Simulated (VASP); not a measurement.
# Y (Fm-3m) in VASP: notebook

The runs below take Y through single point, with LDA.

Everything below comes from runs of VASP 6.6.1. Logs are shortened: lines on timing, memory, paths and dates and some standing lists are left out, and cuts for length are marked.

**1. The cell of the first run**

It takes space group Fm-3m (No. 225, cubic). The conventional cell has a = 4.172 Å, b = 4.172 Å, c = 4.172 Å, α = 90.00°, β = 90.00°, γ = 90.00°. Within 3.9 Å of Y (site symmetry m-3m) lie 12 Y at 2.95 Å.

This isn't the form of Y at room conditions, which is hcp.

**2. Single point, LDA**

INCAR

```
PREC = Accurate
ENCUT = 500
EDIFF = 1E-6
ISMEAR = 1
SIGMA = 0.05
LREAL = False
LASPH = True
NELM = 120
ALGO = Normal
ISIF = 2
LWAVE = False
LCHARG = False
NBANDS = 12
GGA_COMPAT = False
```

KPOINTS

```
Automatic mesh
0
Gamma
  16 16 16
```

POSCAR

```
Y
1.0
    0.0000000000      2.0857716659      2.0857716659
    2.0857716659      0.0000000000      2.0857716659
    2.0857716659      2.0857716659      0.0000000000
Y
1
Direct
    0.0000000000      0.0000000000      0.0000000000
```

Potentials or basis: VASP PAW LDA potentials, release 64 (Y_sv).

On the command line:

```bash
cat potpaw_LDA.64/Y_sv/POTCAR > POTCAR
mpirun -np 1 vasp_std > vasp.out
```

OUTCAR:

```text
PREC = Accurate
   ENCUT = 500
   EDIFF = 1E-6
   ISMEAR = 1
   LREAL = False
   LASPH = True
   NELM = 120
   ISIF = 2

 ion  position               nearest neighbor table
   1  0.000  0.000  0.000-

  LATTYP: Found a face centered cubic cell.
 ALAT       =     4.1715433318

  Lattice vectors:

 A1 = (   0.0000000000,   2.0857716659,   2.0857716659)
 A2 = (   2.0857716659,   0.0000000000,   2.0857716659)
 A3 = (   2.0857716659,   2.0857716659,   0.0000000000)

Analysis of symmetry for initial positions (statically):
=====================================================================
 Subroutine PRICEL returns:
 Original cell was already a primitive cell.

 Routine SETGRP: Setting up the symmetry group for a
 face centered cubic supercell.

 Subroutine GETGRP returns: Found 48 space group operations
 (whereof 48 operations were pure point group operations)
 out of a pool of 48 trial point group operations.

The static configuration has the point symmetry O_h .

Analysis of symmetry for dynamics (positions and initial velocities):
=====================================================================
 Subroutine PRICEL returns:
 Original cell was already a primitive cell.

 Routine SETGRP: Setting up the symmetry group for a
 face centered cubic supercell.

 Subroutine GETGRP returns: Found 48 space group operations
 (whereof 48 operations were pure point group operations)
 out of a pool of 48 trial point group operations.

The dynamic configuration has the point symmetry O_h .

 Subroutine INISYM returns: Found 48 space group operations
 (whereof 48 operations are pure point group operations),
 and found     1 'primitive' translations

----------------------------------------------------------------------------------------

                                     Primitive cell

  volume of cell :      18.1481

  direct lattice vectors                    reciprocal lattice vectors
     0.000000000  2.085771666  2.085771666    -0.239719432  0.239719432  0.239719432
     2.085771666  0.000000000  2.085771666     0.239719432 -0.239719432  0.239719432
     2.085771666  2.085771666  0.000000000     0.239719432  0.239719432 -0.239719432

  length of vectors
     2.949726578  2.949726578  2.949726578     0.415206237  0.415206237  0.415206237

  position of ions in fractional coordinates (direct lattice)
     0.000000000  0.000000000  0.000000000

  ion indices of the primitive-cell ions
   primitive index   ion index
                 1           1

----------------------------------------------------------------------------------------

 KPOINTS: Automatic mesh

Automatic generation of k-mesh.
 Grid dimensions read from file:
 generate k-points for:   16   16   16

 Generating k-lattice:

  Cartesian coordinates                     Fractional coordinates (reciprocal lattice)
    -0.014982465  0.014982465  0.014982465     0.062500000  0.000000000  0.000000000
     0.014982465 -0.014982465  0.014982465     0.000000000  0.062500000  0.000000000
     0.014982465  0.014982465 -0.014982465     0.000000000  0.000000000  0.062500000

  Length of vectors
     0.025950390  0.025950390  0.025950390

  Shift w.r.t. Gamma in fractional coordinates (k-lattice)
     0.000000000  0.000000000  0.000000000

 Subroutine IBZKPT returns following result:
 ===========================================

 Found    145 irreducible k-points:

 Following reciprocal coordinates:
            Coordinates               Weight
  0.000000  0.000000  0.000000      1.000000
  0.062500  0.000000  0.000000      8.000000
  0.125000  0.000000  0.000000      8.000000
  0.187500  0.000000  0.000000      8.000000
  0.250000  0.000000  0.000000      8.000000
  0.312500  0.000000  0.000000      8.000000
[... 16 lines left out ...]
 -0.125000  0.062500  0.000000     24.000000
 -0.062500  0.062500  0.000000     12.000000
 [... further k-points ...]
   k-points           NKPTS =    145   k-points in BZ     NKDIM =    145   number of bands    NBANDS=     12
   number of dos      NEDOS =    301   number of ions     NIONS =      1
   total plane-waves  NPLWV =  13824
   dimension x,y,z NGX =    24 NGY =   24 NGZ =   24
   dimension x,y,z NGXF=    48 NGYF=   48 NGZF=   48
   ions per type =               1
   NGX,Y,Z   is equivalent  to a cutoff of  13.53, 13.53, 13.53 a.u.
   NGXF,Y,Z  is equivalent  to a cutoff of  27.05, 27.05, 27.05 a.u.
 SYSTEM =  unknown system
   PREC   = accura    normal or accurate (medium, high low for compatibility)
   ISTART =      0    job   : 0-new  1-cont  2-samecut
   ICHARG =      2    charge: 1-file 2-atom 10-const
   ISPIN  =      1    spin polarized calculation?
   LNONCOLLINEAR =      F non collinear calculations
   LSORBIT =      F    spin-orbit coupling
   LASPH  =      T    aspherical Exc in radial PAW
   ENCUT  =  500.0 eV  36.75 Ry    6.06 a.u.   5.38  5.38  5.38*2*pi/ulx,y,z
   NELM   =    120;   NELMIN=  2; NELMDL= -5     # of ELM steps
   EDIFF  = 0.1E-05   stopping-criterion for ELM
   LREAL  =      F    real-space projection
   EDIFFG = 0.1E-04   stopping-criterion for IOM
   NSW    =      0    number of steps for IOM
   IBRION =     -1    ionic relax: 0-MD 1-quasi-New 2-CG
   NFREE  =      0    steps in history (QN), initial steepest desc. (CG)
   ISIF   =      2    stress and relaxation
   ISYM   =      2    0-nonsym 1-usesym 2-fastsym
   POTIM  = 0.5000    time-step for ionic-motion
   TEBEG  =    0.0;   TEEND  =   0.0 temperature during run
   PSTRESS=    0.0 pullay stress
   NELECT =      11.0000    total number of electrons
   NUPDOWN=      -1.0000    fix difference up-down
   EMIN   =  10.00;   EMAX   =-10.00  energy-range for DOS
   EFERMI =   0.00;   METHOD = LEGACY
   ISMEAR =     1;   SIGMA  =   0.05  broadening in eV -4-tet -1-fermi 0-gaus
   EFERMI_NEDOS =   21; number of points for ismear=-14 and -15
   IALGO  =     38    algorithm
   IMIX   =      4    mixing-type and parameters
     AMIX     =   0.40;   BMIX     =  1.00
     AMIX_MAG =   1.60;   BMIX_MAG =  1.00
  volume/ion in A,a.u.               =      18.15       122.47
  Fermi-wavevector in a.u.,A,eV,Ry     =   1.385465  2.618150 26.116572  1.919514
  Thomas-Fermi vector in A             =   2.509873
   LORBIT       =      0    0 simple, 1 ext, 2 COOP (PROOUT), +10 PAW based schemes
   GGA     = CA    functional components
   LHFCALC =     F    Hartree Fock is set to
   AEXX    =    0.0000 exact exchange contribution
   IVDW    =     0    specifies the selected vdW correction
   LEPSILON=     F    determine dielectric tensor
   LRPA    =     F    only Hartree local field effects (RPA)
 non-spin polarized calculation
 Methfessel and Paxton  Order N= 1 SIGMA  =   0.05
  energy-cutoff  :      500.00
  volume of cell :       18.15
 maximum number of plane-waves:       477
 NGX is ok and might be reduce to    24
   NGX = 11   NGY = 11   NGZ = 11

 number of electron      11.0000000 magnetization

 Free energy of the ion-electron system (eV)
  ---------------------------------------------------
  ext. energy  EPLUGINS =         0.00000000
  ---------------------------------------------------
  free energy    TOTEN  =        -5.79909403 eV

  energy without entropy =       -5.79927939  energy(sigma->0) =       -5.79915581

 E-fermi :   6.4247     XC(G=0): -12.2378

 val. band max:        6.4120304771   @ k =   0.5000   0.2500   0.1250
 cond. band min:       6.4383426310   @ k =  -0.3750   0.3125   0.0000
 fundamental gap:      0.0263121538
 Fermi energy:         6.4246615998

 k-point     1 :       0.0000    0.0000    0.0000
  band No.  band energies     occupation
      1     -35.4896      2.00000
      2     -13.9301      2.00000
      3     -13.9301      2.00000
      4     -13.9301      2.00000
      5       1.6701      2.00000
      6       8.5716      0.00000
      7       8.5716      0.00000
      8       8.5716      0.00000
      9      12.4897      0.00000
     10      12.4897      0.00000
     11      16.9768      0.00000
     12      22.3137      0.00000

 k-point     2 :       0.0625    0.0000    0.0000
  band No.  band energies     occupation
      1     -35.4663      2.00000
      2     -14.0732      2.00000
      3     -13.9452      2.00000
      4     -13.9452      2.00000
      5       1.8766      2.00000
      6       8.3676      0.00000
      7       8.6620      0.00000
      8       8.6620      0.00000
      9      12.3469      0.00000
     10      12.3469      0.00000
     11      17.4188      0.00000
     12      21.6952      0.00000

 k-point     3 :       0.1250    0.0000    0.0000
  band No.  band energies     occupation
      1     -35.3995      2.00000
      2     -14.4659      2.00000
      3     -13.9878      2.00000
      4     -13.9878      2.00000
      5       2.4327      2.00000
      6       7.9192      0.00000
      7       8.8852      0.00000
      8       8.8852      0.00000
      9      12.0490      0.00000
     10      12.0490      0.00000
     11      18.4530      0.00000
     12      20.7236      0.00000
[... 286 lines left out ...]
 k-point    23 :      -0.1250    0.0625    0.0000
  band No.  band energies     occupation
      1     -35.3500      2.00000
      2     -14.6896      2.00000
      3     -14.1137      2.00000
      4     -13.9785      2.00000
      5       2.8283      2.00000
      6       7.5981      0.00000
      7       9.0398      0.00000
      8       9.0602      0.00000
      9      11.4064      0.00000
     10      12.4075      0.00000
     11      19.1225      0.00000
     12      20.6671      0.00000

 k-point    24 :      -0.0625    0.0625    0.0000
  band No.  band energies     occupation
      1     -35.4286      2.00000
      2     -14.2695      2.00000
      3     -14.0221      2.00000
      4     -13.9464      2.00000
      5       2.2022      2.00000
      6       8.0466      0.00000
      7       8.7808      0.00000
      8       8.8592      0.00000
      9      11.8861      0.00000
     10      12.4141      0.00000
     11      18.0873      0.00000
     12      21.2653      0.00000

 [... further k-points ...]

------------------------ aborting loop because EDIFF is reached ----------------------------------------

  FORCE on cell =-STRESS in cart. coord.  units (eV):
  Direction    XX          YY          ZZ          XY          YZ          ZX
  --------------------------------------------------------------------------------------
  -------------------------------------------------------------------------------------
  Total        5.0557445      5.0557445      5.0557445      0.0000000      0.0000000     -0.0000000
  in kB      446.3395927    446.3395927    446.3395927      0.0000000      0.0000000     -0.0000000
  external PRESSURE =     446.3395927 kB  Pullay stress =       0.0000000 kB

 VOLUME and BASIS-vectors are now :
 -----------------------------------------------------------------------------
  energy-cutoff  :      500.00
  volume of cell :       18.15
      direct lattice vectors                 reciprocal lattice vectors
     0.000000000  2.085771666  2.085771666    -0.239719432  0.239719432  0.239719432
     2.085771666  0.000000000  2.085771666     0.239719432 -0.239719432  0.239719432
     2.085771666  2.085771666  0.000000000     0.239719432  0.239719432 -0.239719432

 POSITION                                       TOTAL-FORCE (eV/Angst)
 -----------------------------------------------------------------------------------
      0.00000      0.00000      0.00000        -0.000000      0.000000     -0.000000
 -----------------------------------------------------------------------------------
    total drift:                               -0.000000      0.000000      0.000000

  FREE ENERGIE OF THE ION-ELECTRON SYSTEM (eV)
  ---------------------------------------------------
  free  energy   TOTEN  =        -5.7990940272 eV

  energy  without entropy=       -5.7992793872  energy(sigma->0) =       -5.79915581
```

Run time: 16 s. Hardware: 1 thread of Intel Xeon Platinum 8488C (Sapphire Rapids), shared host; peak memory 0.16 GiB.

What came out:

- Free energy: -5.7991 eV
- Pressure: 44.6 GPa
- Band gap on the k mesh: zero (an odd number of electrons rules out a gap without spin polarisation)

Caveat: the cell stands under pressure.

[end of part 1 of 3]
